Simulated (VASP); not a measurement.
# Sn (I4_1/amd) in VASP: a series of runs

Sn is run at these levels: r2SCAN; tasks: electric field gradients.

All numbers are computed with VASP 6.6.1; they aren't measurements. Logs are shortened: lines on timing, memory, paths and dates and some standing lists are left out, and cuts for length are marked.

**1. The cell of the first run**

The structure is tetragonal, space group I4_1/amd (No. 141). The conventional cell has a = 5.880 Å, b = 5.880 Å, c = 3.199 Å, α = 90.00°, β = 90.00°, γ = 90.00°. Sn (site symmetry -4m2) has 10 Sn at 3.05 to 3.79 Å within 4.0 Å.

**2. Electric field gradients, r2SCAN**

Input file POSCAR:

```
Sn
1.0
   -2.9401404553      2.9401404553      1.5993019889
    2.9401404553     -2.9401404553      1.5993019889
    2.9401404553      2.9401404553     -1.5993019889
Sn
2
Direct
    0.7500000000      0.2500000000      0.5000000000
    0.0000000000      0.0000000000      0.0000000000
```

Input file INCAR.step1:

```
PREC = Accurate ; ENCUT = 520
ISMEAR = -1 ; SIGMA = 0.05
LREAL = False ; LASPH = True
NELM = 100 ; NBANDS = 21
GGA = PE ; ALGO = Normal
EDIFF = 1E-4 ; LWAVE = True
LCHARG = False
```

Input file INCAR.step2:

```
PREC = Accurate ; ENCUT = 520
EDIFF = 1E-8 ; ISMEAR = -1
SIGMA = 0.05 ; LREAL = False
LASPH = True ; NELM = 100
ALGO = Normal ; ISIF = 2
LWAVE = False ; LCHARG = False
METAGGA = R2SCAN ; LMIXTAU = True
LEFG = True ; NBANDS = 21
ISTART = 1
```

Input file KPOINTS:

```
regular mesh
0
Gamma
  12 12 12
```

Potentials or basis: VASP PAW PBE potentials, release 64 (Sn_d).

Started as:

```bash
cat potpaw_PBE.64/Sn_d/POTCAR > POTCAR
cp INCAR.step1 INCAR
mpirun -np 1 vasp_std > vasp.out
cp INCAR.step2 INCAR
mpirun -np 1 vasp_std > vasp.out
```

OUTCAR:

```text
PREC = Accurate
   ENCUT = 520
   EDIFF = 1E-8
   ISMEAR = -1
   LREAL = False
   LASPH = True
   NELM = 100
   ISIF = 2
   METAGGA = R2SCAN
   ISTART = 1

 ion  position               nearest neighbor table
   1  0.750  0.250  0.500-   2 3.05   2 3.05   2 3.05   2 3.05
   2  0.000  0.000  0.000-   1 3.05   1 3.05   1 3.05   1 3.05

  LATTYP: Found a body centered tetragonal cell.
 ALAT       =     5.8802809106
 C/A-ratio  =     0.5439542815

  Lattice vectors:

 A1 = (  -2.9401404553,   2.9401404553,   1.5993019889)
 A2 = (   2.9401404553,  -2.9401404553,   1.5993019889)
 A3 = (   2.9401404553,   2.9401404553,  -1.5993019889)

Analysis of symmetry for initial positions (statically):
=====================================================================
 Subroutine PRICEL returns:
 Original cell was already a primitive cell.

 Routine SETGRP: Setting up the symmetry group for a
 body centered tetragonal supercell.

 Subroutine GETGRP returns: Found 16 space group operations
 (whereof  8 operations were pure point group operations)
 out of a pool of 16 trial point group operations.

The static configuration has the point symmetry D_2d.
 The point group associated with its full space group is D_4h.

Analysis of symmetry for dynamics (positions and initial velocities):
=====================================================================
 Subroutine PRICEL returns:
 Original cell was already a primitive cell.

 Routine SETGRP: Setting up the symmetry group for a
 body centered tetragonal supercell.

 Subroutine GETGRP returns: Found 16 space group operations
 (whereof  8 operations were pure point group operations)
 out of a pool of 16 trial point group operations.

The dynamic configuration has the point symmetry D_2d.
 The point group associated with its full space group is D_4h.

 Subroutine INISYM returns: Found 16 space group operations
 (whereof  8 operations are pure point group operations),
 and found     1 'primitive' translations

----------------------------------------------------------------------------------------

                                     Primitive cell

  volume of cell :      55.3002

  direct lattice vectors                    reciprocal lattice vectors
    -2.940140455  2.940140455  1.599301989     0.000000000  0.170059903  0.312636390
     2.940140455 -2.940140455  1.599301989     0.170059903  0.000000000  0.312636390
     2.940140455  2.940140455 -1.599301989     0.170059903  0.170059903  0.000000000

  length of vectors
     4.454954393  4.454954393  4.454954393     0.355895888  0.355895888  0.240501021

  position of ions in fractional coordinates (direct lattice)
     0.750000000  0.250000000  0.500000000
     0.000000000  0.000000000  0.000000000

  ion indices of the primitive-cell ions
   primitive index   ion index
                 1           1
                 2           2

----------------------------------------------------------------------------------------

 KPOINTS: regular mesh

Automatic generation of k-mesh.
 Grid dimensions read from file:
 generate k-points for:   12   12   12

 Generating k-lattice:

  Cartesian coordinates                     Fractional coordinates (reciprocal lattice)
     0.000000000  0.014171659  0.026053032     0.083333333 -0.000000000  0.000000000
     0.014171659  0.000000000  0.026053032    -0.000000000  0.083333333  0.000000000
     0.014171659  0.014171659  0.000000000     0.000000000  0.000000000  0.083333333

  Length of vectors
     0.029657991  0.029657991  0.020041752

  Shift w.r.t. Gamma in fractional coordinates (k-lattice)
     0.000000000  0.000000000  0.000000000

 Subroutine IBZKPT returns following result:
 ===========================================

 Found    163 irreducible k-points:

 Following reciprocal coordinates:
            Coordinates               Weight
  0.000000  0.000000  0.000000      1.000000
  0.083333 -0.000000  0.000000      8.000000
  0.166667 -0.000000  0.000000      8.000000
  0.250000 -0.000000  0.000000      8.000000
  0.333333 -0.000000  0.000000      8.000000
  0.416667  0.000000 -0.000000      8.000000
[... 16 lines left out ...]
  0.500000  0.166667  0.000000     16.000000
 -0.416667  0.166667  0.000000     16.000000
 [... further k-points ...]
   k-points           NKPTS =    163   k-points in BZ     NKDIM =    163   number of bands    NBANDS=     21
   number of dos      NEDOS =    301   number of ions     NIONS =      2
   total plane-waves  NPLWV =  46656
   dimension x,y,z NGX =    36 NGY =   36 NGZ =   36
   dimension x,y,z NGXF=    72 NGYF=   72 NGZF=   72
   ions per type =               2
   NGX,Y,Z   is equivalent  to a cutoff of  13.43, 13.43, 13.43 a.u.
   NGXF,Y,Z  is equivalent  to a cutoff of  26.87, 26.87, 26.87 a.u.
 SYSTEM =  unknown system
   PREC   = accura    normal or accurate (medium, high low for compatibility)
   ISTART =      1    job   : 0-new  1-cont  2-samecut
   ICHARG =      0    charge: 1-file 2-atom 10-const
   ISPIN  =      1    spin polarized calculation?
   LNONCOLLINEAR =      F non collinear calculations
   LSORBIT =      F    spin-orbit coupling
   LASPH  =      T    aspherical Exc in radial PAW
   ENCUT  =  520.0 eV  38.22 Ry    6.18 a.u.   8.28  8.28  8.28*2*pi/ulx,y,z
   NELM   =    100;   NELMIN=  2; NELMDL=  0     # of ELM steps
   EDIFF  = 0.1E-07   stopping-criterion for ELM
   LREAL  =      F    real-space projection
   EDIFFG = 0.1E-06   stopping-criterion for IOM
   NSW    =      0    number of steps for IOM
   IBRION =     -1    ionic relax: 0-MD 1-quasi-New 2-CG
   NFREE  =      0    steps in history (QN), initial steepest desc. (CG)
   ISIF   =      2    stress and relaxation
   ISYM   =      2    0-nonsym 1-usesym 2-fastsym
   POTIM  = 0.5000    time-step for ionic-motion
   TEBEG  =    0.0;   TEEND  =   0.0 temperature during run
   PSTRESS=    0.0 pullay stress
   NELECT =      28.0000    total number of electrons
   NUPDOWN=      -1.0000    fix difference up-down
   EMIN   =  10.00;   EMAX   =-10.00  energy-range for DOS
   EFERMI =   0.00;   METHOD = LEGACY
   ISMEAR =    -1;   SIGMA  =   0.05  broadening in eV -4-tet -1-fermi 0-gaus
   EFERMI_NEDOS =   21; number of points for ismear=-14 and -15
   IALGO  =     38    algorithm
   IMIX   =      4    mixing-type and parameters
     AMIX     =   0.40;   BMIX     =  1.00
     AMIX_MAG =   1.60;   BMIX_MAG =  1.00
  volume/ion in A,a.u.               =      27.65       186.59
  Fermi-wavevector in a.u.,A,eV,Ry     =   1.304824  2.465760 23.164816  1.702566
  Thomas-Fermi vector in A             =   2.435734
   LORBIT       =      0    0 simple, 1 ext, 2 COOP (PROOUT), +10 PAW based schemes
   METAGGA = R2SCAN    functional components
   LHFCALC =     F    Hartree Fock is set to
   AEXX    =    0.0000 exact exchange contribution
   IVDW    =     0    specifies the selected vdW correction
   LEPSILON=     F    determine dielectric tensor
   LRPA    =     F    only Hartree local field effects (RPA)
 non-spin polarized calculation
  energy-cutoff  :      520.00
  volume of cell :       55.30
 maximum number of plane-waves:      1506
 NGX is ok and might be reduce to    36
   NGX = 17   NGY = 17   NGZ = 17

 number of electron      27.9999989 magnetization

 Free energy of the ion-electron system (eV)
  ---------------------------------------------------
  ext. energy  EPLUGINS =         0.00000000
  ---------------------------------------------------
  free energy    TOTEN  =       -49.25032209 eV

  energy without entropy =      -49.24326918  energy(sigma->0) =      -49.24679564

 E-fermi :   7.6817     XC(G=0): -11.0302

 val. band max:        7.6705825516   @ k =  -0.2500   0.2500   0.2500
 cond. band min:       7.6986907594   @ k =   0.4167   0.0833   0.0833
 fundamental gap:      0.0281082078
 Fermi energy:         7.6816570264

 k-point     1 :       0.0000    0.0000    0.0000
  band No.  band energies     occupation
      1     -14.6474      2.00000
      2     -14.5630      2.00000
      3     -14.5128      2.00000
      4     -14.5085      2.00000
      5     -14.3495      2.00000
      6     -14.3495      2.00000
[... 13 lines left out ...]
     20      17.8987      0.00000
     21      18.5735      0.00000

 k-point     2 :       0.0833   -0.0000    0.0000
  band No.  band energies     occupation
      1     -14.6430      2.00000
      2     -14.5485      2.00000
      3     -14.5077      2.00000
      4     -14.4915      2.00000
      5     -14.3600      2.00000
      6     -14.3584      2.00000
[... 13 lines left out ...]
     20      17.5621      0.00000
     21      17.7537      0.00000

 k-point     3 :       0.1667   -0.0000    0.0000
  band No.  band energies     occupation
      1     -14.6299      2.00000
      2     -14.5115      2.00000
      3     -14.4938      2.00000
      4     -14.4521      2.00000
      5     -14.3823      2.00000
      6     -14.3672      2.00000
[... 13 lines left out ...]
     20      16.2798      0.00000
     21      16.6539      0.00000

 k-point     4 :       0.2500   -0.0000    0.0000
  band No.  band energies     occupation
      1     -14.6107      2.00000
      2     -14.4756      2.00000
      3     -14.4733      2.00000
      4     -14.4312      2.00000
      5     -14.4073      2.00000
      6     -14.3663      2.00000
[... 13 lines left out ...]
     20      15.3281      0.00000
     21      16.7846      0.00000

 k-point     5 :       0.3333   -0.0000    0.0000
  band No.  band energies     occupation
      1     -14.5916      2.00000
      2     -14.4657      2.00000
      3     -14.4590      2.00000
      4     -14.4468      2.00000
      5     -14.4198      2.00000
      6     -14.3836      2.00000
[... 13 lines left out ...]
     20      14.7710      0.00000
     21      17.6095      0.00000
[... 382 lines left out ...]
     20      17.0556      0.00000
     21      17.7695      0.00000

 k-point    22 :       0.4167    0.1667    0.0000
  band No.  band energies     occupation
      1     -14.5679      2.00000
      2     -14.4969      2.00000
      3     -14.4711      2.00000
      4     -14.4253      2.00000
      5     -14.4152      2.00000
      6     -14.3789      2.00000
[... 13 lines left out ...]
     20      16.8934      0.00000
     21      17.4760      0.00000

 k-point    23 :       0.5000    0.1667    0.0000
  band No.  band energies     occupation
      1     -14.5643      2.00000
      2     -14.4889      2.00000
      3     -14.4701      2.00000
      4     -14.4323      2.00000
      5     -14.4061      2.00000
      6     -14.3796      2.00000
[... 13 lines left out ...]
     20      16.6393      0.00000
     21      17.3887      0.00000

 k-point    24 :      -0.4167    0.1667    0.0000
  band No.  band energies     occupation
      1     -14.5744      2.00000
      2     -14.4870      2.00000
      3     -14.4720      2.00000
      4     -14.4432      2.00000
      5     -14.4018      2.00000
      6     -14.3743      2.00000
[... 13 lines left out ...]
     20      16.3059      0.00000
     21      16.9571      0.00000

 [... further k-points ...]

------------------------ aborting loop because EDIFF is reached ----------------------------------------

  FORCE on cell =-STRESS in cart. coord.  units (eV):
  Direction    XX          YY          ZZ          XY          YZ          ZX
  --------------------------------------------------------------------------------------
  -------------------------------------------------------------------------------------
  Total       -0.0640696     -0.0640696     -0.0612603      0.0000000      0.0000000      0.0000000
  in kB       -1.8562488     -1.8562488     -1.7748552      0.0000000      0.0000000      0.0000000
  external PRESSURE =      -1.8291176 kB  Pullay stress =       0.0000000 kB

 VOLUME and BASIS-vectors are now :
 -----------------------------------------------------------------------------
  energy-cutoff  :      520.00
  volume of cell :       55.30
      direct lattice vectors                 reciprocal lattice vectors
    -2.940140455  2.940140455  1.599301989     0.000000000  0.170059903  0.312636390
     2.940140455 -2.940140455  1.599301989     0.170059903  0.000000000  0.312636390
     2.940140455  2.940140455 -1.599301989     0.170059903  0.170059903  0.000000000

 POSITION                                       TOTAL-FORCE (eV/Angst)
 -----------------------------------------------------------------------------------
      0.00000      2.94014      0.79965         0.000000     -0.000000     -0.000000
      0.00000      0.00000      0.00000        -0.000000      0.000000      0.000000
 -----------------------------------------------------------------------------------
    total drift:                               -0.000000      0.000000     -0.000000

  FREE ENERGIE OF THE ION-ELECTRON SYSTEM (eV)
  ---------------------------------------------------
  free  energy   TOTEN  =       -49.2503220878 eV

  energy  without entropy=      -49.2432691841  energy(sigma->0) =      -49.24679564

 Electric field gradients (V/A^2)
---------------------------------------------------------------------
 ion       V_xx      V_yy      V_zz      V_xy      V_xz      V_yz
---------------------------------------------------------------------
   1     -20.294   -20.294    40.588     0.002     0.001     0.001
   2     -20.294   -20.294    40.588     0.002     0.001     0.001
---------------------------------------------------------------------

 Electric field gradients after diagonalization (V/A^2)
 (convention: |V_zz| > |V_xx| > |V_yy|)
----------------------------------------------------------------------
 ion       V_xx      V_yy      V_zz     asymmetry (V_yy - V_xx)/ V_zz
----------------------------------------------------------------------
   1     -20.295   -20.292    40.588       0.000
   2     -20.295   -20.292    40.588       0.000
----------------------------------------------------------------------

           NMR quadrupolar parameters

 Cq : quadrupolar parameter    Cq=e*Q*V_zz/h
 eta: asymmetry parameters     (V_yy - V_xx)/ V_zz
 Q  : nuclear electric quadrupole moment in mb (millibarn)
----------------------------------------------------------------------
 ion       Cq(MHz)       eta       Q (mb)
----------------------------------------------------------------------
   1       0.098       0.000       1.000
   2       0.098       0.000       1.000
----------------------------------------------------------------------
```

It took 12 min on 1 thread of AMD EPYC 9R45 (Zen 5), shared host; peak memory 0.28 GiB.

What came out:

```
Free energy                             : -49.2503 eV
Pressure                                : -0.2 GPa
Band gap on the k mesh                  : zero (bands 14 and 15 overlap by 4.27 eV)
Largest electric field gradient by atom : Sn +40.6 V/Å²
```

Electric field gradients, principal values (V/Å²):
| atom | least | middle | greatest (by size) |
| --- | --- | --- | --- |
| 1 Sn | -20.292 | -20.295 | 40.588 |
| 2 Sn | -20.292 | -20.295 | 40.588 |

Caveat: without QUAD_EFG the Cq values of the log hold for a quadrupole moment of 1 mb, not for the nuclei; the PAW data sets were made with another functional, which shifts forces and pressure a little; spin-orbit coupling is left out, which moves the levels of the heavy elements.

(Part 1 of 2 ends here.)

The gap in the log of VASP goes by the Fermi energy; the results here count the filled bands.